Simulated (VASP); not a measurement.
Wanted: the native input for a VASP 6.6.1 run.

| Property | Result |
| --- | --- |
| Task | single point |
| Functional | PBE |
| Potentials or basis | VASP PAW PBE potentials, release 64 (B, W_sv, C) |
| Cutoff | 520 eV |
| k mesh | 12 × 12 × 12 |
| Occupations | gaussian, width 0.1 eV |
| Spin | no spin polarisation |
| Dipole correction | no |
| Further INCAR settings | ALGO = Normal; EDIFF = 1e-06; NBANDS = 24 |

The structure of B4WC lies in POSCAR:

```
B4WC
1.0
    0.0000000000      2.8421175594      2.8421175594
    2.8421175594      0.0000000000      2.8421175594
    2.8421175594      2.8421175594      0.0000000000
B W C
4 1 1
Direct
    0.1316884160      0.6227705280      0.6227705280
    0.6227705280      0.6227705280      0.6227705280
    0.6227705280      0.1316884160      0.6227705280
    0.6227705280      0.6227705280      0.1316884160
    0.0000000000      0.0000000000      0.0000000000
    0.2500000000      0.2500000000      0.2500000000
```

These files were run (other wordings do the same):

INCAR

```
SYSTEM = B4WC
ALGO     = Normal         ! electronic algorithm
EDIFF    = 1E-6           ! SCF threshold, eV
ENCUT    = 520            ! plane-wave cutoff, eV
GGA      = PE             ! functional
ISIF     = 2              ! what is computed and relaxed
ISMEAR   = 0              ! smearing method
LASPH    = .True.         ! aspherical terms in the spheres
LCHARG   = .True.         ! write CHGCAR
LELF     = .True.         ! ELF
LREAL    = .False.        ! projectors in reciprocal space
LVHAR    = .True.       
LWAVE    = .False.        ! write WAVECAR
NBANDS   = 24             ! bands
NELM     = 100            ! most SCF steps
PREC     = Accurate       ! precision mode
SIGMA    = 0.1            ! smearing width, eV
```

KPOINTS

```
k-points
0
Gamma
  12 12 12
  0 0 0
```

Potentials or basis: VASP PAW PBE potentials, release 64 (B, W_sv, C).

Command:

```console
$ cat potpaw_PBE.64/B/POTCAR potpaw_PBE.64/W_sv/POTCAR potpaw_PBE.64/C/POTCAR > POTCAR
$ mpirun -np 1 vasp_std > vasp.out
```

Results of the run:

```json
{"Pressure": "0.4 GPa", "Band gap on the k mesh": "zero (bands 15 and 16 overlap by 0.01 eV)"}
```

Caveat: spin-orbit coupling is left out, which moves the levels of the heavy elements.

It took 69 s on 1 thread of Intel(R) Xeon(R) Platinum 8259CL CPU @ 2.50GHz (Skylake/Cascade Lake), on a shared host, peak memory 0.22 GiB.
